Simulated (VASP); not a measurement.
# AlSn (P-6m2) in VASP: a series of runs

AlSn is run at these levels: PBE; tasks: single point.

Program: VASP 6.6.1. These are calculated values, not measurements. Logs are shortened: lines on timing, memory, paths and dates and some standing lists are left out, and cuts for length are marked.

## Step 1: The cell of the first run

Symmetry: P-6m2, No. 187, hexagonal system. The conventional cell has a = 4.198 Å, b = 4.198 Å, c = 3.307 Å, α = 90.00°, β = 90.00°, γ = 120.00°. Al (site symmetry -6m2) has 6 Sn at 2.93 Å and 2 Al at 3.31 Å within 3.9 Å. Sn (site symmetry -6m2) has 6 Al at 2.93 Å and 2 Sn at 3.31 Å within 3.9 Å.

## Step 2: Single point, PBE

INCAR reads:

```
SYSTEM = AlSn
PREC = Accurate
ENCUT = 500
EDIFF = 1E-6
ISMEAR = 1
SIGMA = 0.1
LREAL = .False.
LASPH = .True.
NELM = 120
ALGO = Normal
ISIF = 2
LWAVE = .False.
LCHARG = .False.
GGA = PE
NBANDS = 16
GGA_COMPAT = .False.
```

KPOINTS reads:

```
regular mesh
0
Gamma
  6 6 7
  0 0 0
```

POSCAR reads:

```
AlSn
1.0
    4.1981060000      0.0000000000      0.0000000000
   -2.0990530000      3.6356660000      0.0000000000
    0.0000000000      0.0000000000      3.3068470000
Al Sn
1 1
Direct
    0.0000000000      0.0000000000      0.0000000000
    0.3333333333      0.6666666667      0.5000000000
```

Potentials or basis: VASP PAW PBE potentials, release 64 (Al, Sn_d).

Started as:

```console
$ cat potpaw_PBE.64/Al/POTCAR potpaw_PBE.64/Sn_d/POTCAR > POTCAR
$ mpirun -np 1 vasp_std > vasp.out
```

OUTCAR:

```text
SYSTEM = AlSn
   PREC = Accurate
   ENCUT = 500
   EDIFF = 1E-6
   ISMEAR = 1
   LREAL = .False.
   LASPH = .True.
   NELM = 120
   ISIF = 2
   GGA = PE

 ion  position               nearest neighbor table
   1  0.000  0.000  0.000-   2 2.93   2 2.93   2 2.93   2 2.93   2 2.93   2 2.93
   2  0.333  0.667  0.500-   1 2.93   1 2.93   1 2.93   1 2.93   1 2.93   1 2.93

  LATTYP: Found a hexagonal cell.
 ALAT       =     4.1981060000
 C/A-ratio  =     0.7876997389

  Lattice vectors:

 A1 = (   4.1981060000,   0.0000000000,   0.0000000000)
 A2 = (  -2.0990530000,   3.6356660000,   0.0000000000)
 A3 = (   0.0000000000,   0.0000000000,   3.3068470000)

Analysis of symmetry for initial positions (statically):
=====================================================================
 Subroutine PRICEL returns:
 Original cell was already a primitive cell.

 Routine SETGRP: Setting up the symmetry group for a
 hexagonal supercell.

 Subroutine GETGRP returns: Found 12 space group operations
 (whereof 12 operations were pure point group operations)
 out of a pool of 24 trial point group operations.

The static configuration has the point symmetry D_3h.

Analysis of symmetry for dynamics (positions and initial velocities):
=====================================================================
 Subroutine PRICEL returns:
 Original cell was already a primitive cell.

 Routine SETGRP: Setting up the symmetry group for a
 hexagonal supercell.

 Subroutine GETGRP returns: Found 12 space group operations
 (whereof 12 operations were pure point group operations)
 out of a pool of 24 trial point group operations.

The dynamic configuration has the point symmetry D_3h.

 Subroutine INISYM returns: Found 12 space group operations
 (whereof 12 operations are pure point group operations),
 and found     1 'primitive' translations

----------------------------------------------------------------------------------------

                                     Primitive cell

  volume of cell :      50.4721

  direct lattice vectors                    reciprocal lattice vectors
     4.198106000  0.000000000  0.000000000     0.238202656  0.137526384  0.000000000
    -2.099053000  3.635666000  0.000000000     0.000000000  0.275052769  0.000000000
     0.000000000  0.000000000  3.306847000     0.000000000  0.000000000  0.302402863

  length of vectors
     4.198106000  4.198105616  3.306847000     0.275052744  0.275052769  0.302402863

[... 80 lines left out ...]
   EDIFF  = 0.1E-05   stopping-criterion for ELM
   LREAL  =      F    real-space projection
   EDIFFG = 0.1E-04   stopping-criterion for IOM
   NSW    =      0    number of steps for IOM
   IBRION =     -1    ionic relax: 0-MD 1-quasi-New 2-CG
   NFREE  =      0    steps in history (QN), initial steepest desc. (CG)
   ISIF   =      2    stress and relaxation
   ISYM   =      2    0-nonsym 1-usesym 2-fastsym
   POTIM  = 0.5000    time-step for ionic-motion
   TEBEG  =    0.0;   TEEND  =   0.0 temperature during run
   PSTRESS=    0.0 pullay stress
   NELECT =      17.0000    total number of electrons
   NUPDOWN=      -1.0000    fix difference up-down
   EMIN   =  10.00;   EMAX   =-10.00  energy-range for DOS
   EFERMI =   0.00;   METHOD = LEGACY
   ISMEAR =     1;   SIGMA  =   0.10  broadening in eV -4-tet -1-fermi 0-gaus
   EFERMI_NEDOS =   21; number of points for ismear=-14 and -15
   IALGO  =     38    algorithm
   IMIX   =      4    mixing-type and parameters
     AMIX     =   0.40;   BMIX     =  1.00
     AMIX_MAG =   1.60;   BMIX_MAG =  1.00
  volume/ion in A,a.u.               =      25.24       170.30
  Fermi-wavevector in a.u.,A,eV,Ry     =   1.139044  2.152482 17.652499  1.297422
  Thomas-Fermi vector in A             =   2.275748
   LORBIT       =      0    0 simple, 1 ext, 2 COOP (PROOUT), +10 PAW based schemes
   GGA     = PE    functional components
   LHFCALC =     F    Hartree Fock is set to
   AEXX    =    0.0000 exact exchange contribution
   IVDW    =     0    specifies the selected vdW correction
   LEPSILON=     F    determine dielectric tensor
   LRPA    =     F    only Hartree local field effects (RPA)
 non-spin polarized calculation
 Methfessel and Paxton  Order N= 1 SIGMA  =   0.10
  energy-cutoff  :      500.00
  volume of cell :       50.47
 maximum number of plane-waves:      1296
 NGX is ok and might be reduce to    32
   NGX = 15   NGY = 15   NGZ = 13

 number of electron      16.9999993 magnetization

 Free energy of the ion-electron system (eV)
  ---------------------------------------------------
  ext. energy  EPLUGINS =         0.00000000
  ---------------------------------------------------
  free energy    TOTEN  =        -7.22669447 eV

  energy without entropy =       -7.22697143  energy(sigma->0) =       -7.22678679

 E-fermi :   6.4280     XC(G=0):  -9.5651

 val. band max:        6.3499746825   @ k =   0.1667  -0.0000   0.4286
 cond. band min:       6.5008797956   @ k =   0.0000   0.0000   0.1429
 fundamental gap:      0.1509051131
 Fermi energy:         6.4280264024

 k-point     1 :       0.0000    0.0000    0.0000
  band No.  band energies     occupation
      1     -14.9482      2.00000
      2     -14.8254      2.00000
      3     -14.8254      2.00000
      4     -14.8189      2.00000
      5     -14.8189      2.00000
      6      -4.0270      2.00000
[... 433 lines left out ...]
      3     -14.8195      2.00000
      4     -14.8040      2.00000
      5     -14.7704      2.00000
      6      -0.4537      2.00000
[... 8 lines left out ...]
     15      15.9856      0.00000
     16      17.6154      0.00000

 [... further k-points ...]

------------------------ aborting loop because EDIFF is reached ----------------------------------------

  FORCE on cell =-STRESS in cart. coord.  units (eV):
  Direction    XX          YY          ZZ          XY          YZ          ZX
  --------------------------------------------------------------------------------------
  -------------------------------------------------------------------------------------
  Total        0.3775790      0.3775789     -0.9843597      0.0000000     -0.0000000      0.0000000
  in kB       11.9857966     11.9857937    -31.2473325      0.0000000     -0.0000000      0.0000000
  external PRESSURE =      -2.4252474 kB  Pullay stress =       0.0000000 kB

 VOLUME and BASIS-vectors are now :
 -----------------------------------------------------------------------------
  energy-cutoff  :      500.00
  volume of cell :       50.47
      direct lattice vectors                 reciprocal lattice vectors
     4.198106000  0.000000000  0.000000000     0.238202656  0.137526384  0.000000000
    -2.099053000  3.635666000  0.000000000     0.000000000  0.275052769  0.000000000
     0.000000000  0.000000000  3.306847000     0.000000000  0.000000000  0.302402863

 POSITION                                       TOTAL-FORCE (eV/Angst)
 -----------------------------------------------------------------------------------
      0.00000      0.00000      0.00000         0.000000      0.000000      0.000000
     -0.00000      2.42378      1.65342        -0.000000     -0.000000      0.000000
 -----------------------------------------------------------------------------------
    total drift:                                0.000000      0.000004     -0.000000

  FREE ENERGIE OF THE ION-ELECTRON SYSTEM (eV)
  ---------------------------------------------------
  free  energy   TOTEN  =        -7.2266944742 eV

  energy  without entropy=       -7.2269714330  energy(sigma->0) =       -7.22678679
```

OSZICAR:

```text
N       E                     dE             d eps       ncg     rms          rms(c)
DAV:   1     0.969340115116E+02    0.96934E+02   -0.75132E+03   920   0.121E+03
DAV:   2     0.736175435488E+00   -0.96198E+02   -0.91862E+02  1008   0.334E+02
DAV:   3    -0.704142533715E+01   -0.77776E+01   -0.77550E+01  1136   0.748E+01
DAV:   4    -0.725152503002E+01   -0.21010E+00   -0.21004E+00  1128   0.130E+01
DAV:   5    -0.726110427178E+01   -0.95792E-02   -0.95791E-02  1320   0.266E+00    0.221E+00
DAV:   6    -0.723756123045E+01    0.23543E-01   -0.17436E-02  1224   0.182E+00    0.127E+00
DAV:   7    -0.722658316927E+01    0.10978E-01   -0.19533E-02  1208   0.176E+00    0.146E-01
DAV:   8    -0.722665498639E+01   -0.71817E-04   -0.20841E-03  1192   0.567E-01    0.441E-02
DAV:   9    -0.722669090292E+01   -0.35917E-04   -0.10291E-04  1176   0.907E-02    0.110E-02
DAV:  10    -0.722669348703E+01   -0.25841E-05   -0.73618E-06  1192   0.191E-02    0.533E-03
DAV:  11    -0.722669447419E+01   -0.98715E-06   -0.22932E-06  1104   0.953E-03
   1 F= -.72266945E+01 E0= -.72267868E+01  d E =0.276959E-03
```

Wall time 14 s (1 thread of Intel Xeon Platinum 8488C (Sapphire Rapids), shared host); peak memory 0.17 GiB.

Results:

| Item | Value |
| --- | --- |
| Free energy | -7.2267 eV |
| Pressure | -0.2 GPa |

Stress tensor (GPa, compression positive):
```
 1.20  0.00  0.00
 0.00  1.20  0.00
 0.00  0.00 -3.12
```

Levels at points of the mesh, in eV from the Fermi level:
```tsv
k point	band 5	band 6	band 7	band 8	band 9	band 10	band 11	band 12
(0.00, 0.00, 0.00)	-21.25	-10.46	-0.23	-0.23	0.68	2.59	3.12	3.12
(0.50, 0.00, 0.00)	-21.23	-8.63	-6.34	-1.83	0.59	4.42	6.48	7.14
```

Caveat: spin-orbit coupling is left out, which moves the levels of the heavy elements.

## Step 3: Single point, PBE

INCAR reads:

```
ALGO = Normal
EDIFF = 1E-6
ENCUT = 500
GGA = PE
GGA_COMPAT = False
ISIF = 2
ISMEAR = 1
LASPH = True
LCHARG = False
LREAL = False
LWAVE = False
NBANDS = 16
NELM = 120
PREC = Accurate
SIGMA = 0.1
```

KPOINTS reads:

```
k-points
0
Gamma
  6 6 7
```

POSCAR is that of step 2.

Potentials or basis: VASP PAW PBE potentials, release 64 (Al, Sn_d).

Started as:

```console
$ cat potpaw_PBE.64/Al/POTCAR potpaw_PBE.64/Sn_d/POTCAR > POTCAR
$ mpirun -np 1 vasp_std > vasp.out
```

OUTCAR:

```text
EDIFF = 1E-6
   ENCUT = 500
   GGA = PE
   ISIF = 2
   ISMEAR = 1
   LASPH = True
   LREAL = False
   NELM = 120
   PREC = Accurate

 ion  position               nearest neighbor table
   1  0.000  0.000  0.000-   2 2.93   2 2.93   2 2.93   2 2.93   2 2.93   2 2.93
   2  0.333  0.667  0.500-   1 2.93   1 2.93   1 2.93   1 2.93   1 2.93   1 2.93

  LATTYP: Found a hexagonal cell.
 ALAT       =     4.1981060000
 C/A-ratio  =     0.7876997389

  Lattice vectors:

 A1 = (   4.1981060000,   0.0000000000,   0.0000000000)
 A2 = (  -2.0990530000,   3.6356660000,   0.0000000000)
 A3 = (   0.0000000000,   0.0000000000,   3.3068470000)

Analysis of symmetry for initial positions (statically):
=====================================================================
 Subroutine PRICEL returns:
 Original cell was already a primitive cell.

 Routine SETGRP: Setting up the symmetry group for a
 hexagonal supercell.

 Subroutine GETGRP returns: Found 12 space group operations
 (whereof 12 operations were pure point group operations)
 out of a pool of 24 trial point group operations.

The static configuration has the point symmetry D_3h.

[... 161 lines left out ...]
 E-fermi :   6.4280     XC(G=0):  -9.5651

 val. band max:        6.3499746825   @ k =   0.1667  -0.0000   0.4286
 cond. band min:       6.5008797956   @ k =   0.0000   0.0000   0.1429
 fundamental gap:      0.1509051131
 Fermi energy:         6.4280264024

 k-point     1 :       0.0000    0.0000    0.0000
  band No.  band energies     occupation
      1     -14.9482      2.00000
      2     -14.8254      2.00000
      3     -14.8254      2.00000
      4     -14.8189      2.00000
      5     -14.8189      2.00000
      6      -4.0270      2.00000
[... 433 lines left out ...]
      3     -14.8195      2.00000
      4     -14.8040      2.00000
      5     -14.7704      2.00000
      6      -0.4537      2.00000
[... 8 lines left out ...]
     15      15.9856      0.00000
     16      17.6154      0.00000

 [... further k-points ...]

------------------------ aborting loop because EDIFF is reached ----------------------------------------

  FORCE on cell =-STRESS in cart. coord.  units (eV):
  Direction    XX          YY          ZZ          XY          YZ          ZX
  --------------------------------------------------------------------------------------
  -------------------------------------------------------------------------------------
  Total        0.3775790      0.3775789     -0.9843597      0.0000000     -0.0000000      0.0000000
  in kB       11.9857966     11.9857937    -31.2473325      0.0000000     -0.0000000      0.0000000
  external PRESSURE =      -2.4252474 kB  Pullay stress =       0.0000000 kB

 VOLUME and BASIS-vectors are now :
 -----------------------------------------------------------------------------
  energy-cutoff  :      500.00
  volume of cell :       50.47
      direct lattice vectors                 reciprocal lattice vectors
     4.198106000  0.000000000  0.000000000     0.238202656  0.137526384  0.000000000
    -2.099053000  3.635666000  0.000000000     0.000000000  0.275052769  0.000000000
     0.000000000  0.000000000  3.306847000     0.000000000  0.000000000  0.302402863

 POSITION                                       TOTAL-FORCE (eV/Angst)
 -----------------------------------------------------------------------------------
      0.00000      0.00000      0.00000         0.000000      0.000000      0.000000
     -0.00000      2.42378      1.65342        -0.000000     -0.000000      0.000000
 -----------------------------------------------------------------------------------
    total drift:                                0.000000      0.000004     -0.000000

  FREE ENERGIE OF THE ION-ELECTRON SYSTEM (eV)
  ---------------------------------------------------
  free  energy   TOTEN  =        -7.2266944742 eV

  energy  without entropy=       -7.2269714330  energy(sigma->0) =       -7.22678679
```

OSZICAR:

```text
N       E                     dE             d eps       ncg     rms          rms(c)
DAV:   1     0.969340115116E+02    0.96934E+02   -0.75132E+03   920   0.121E+03
DAV:   2     0.736175435488E+00   -0.96198E+02   -0.91862E+02  1008   0.334E+02
DAV:   3    -0.704142533715E+01   -0.77776E+01   -0.77550E+01  1136   0.748E+01
DAV:   4    -0.725152503002E+01   -0.21010E+00   -0.21004E+00  1128   0.130E+01
DAV:   5    -0.726110427178E+01   -0.95792E-02   -0.95791E-02  1320   0.266E+00    0.221E+00
DAV:   6    -0.723756123045E+01    0.23543E-01   -0.17436E-02  1224   0.182E+00    0.127E+00
DAV:   7    -0.722658316927E+01    0.10978E-01   -0.19533E-02  1208   0.176E+00    0.146E-01
DAV:   8    -0.722665498639E+01   -0.71817E-04   -0.20841E-03  1192   0.567E-01    0.441E-02
DAV:   9    -0.722669090292E+01   -0.35917E-04   -0.10291E-04  1176   0.907E-02    0.110E-02
DAV:  10    -0.722669348703E+01   -0.25841E-05   -0.73618E-06  1192   0.191E-02    0.533E-03
DAV:  11    -0.722669447419E+01   -0.98715E-06   -0.22932E-06  1104   0.953E-03
   1 F= -.72266945E+01 E0= -.72267868E+01  d E =0.276959E-03
```

It took 12 s on 1 thread of Intel Xeon Platinum 8488C (Sapphire Rapids), shared host; peak memory 0.16 GiB.

Results:

| Quantity | Value |
| --- | --- |
| Free energy | -7.2267 eV |
| Pressure | -0.2 GPa |

Caveat: spin-orbit coupling is left out, which moves the levels of the heavy elements.
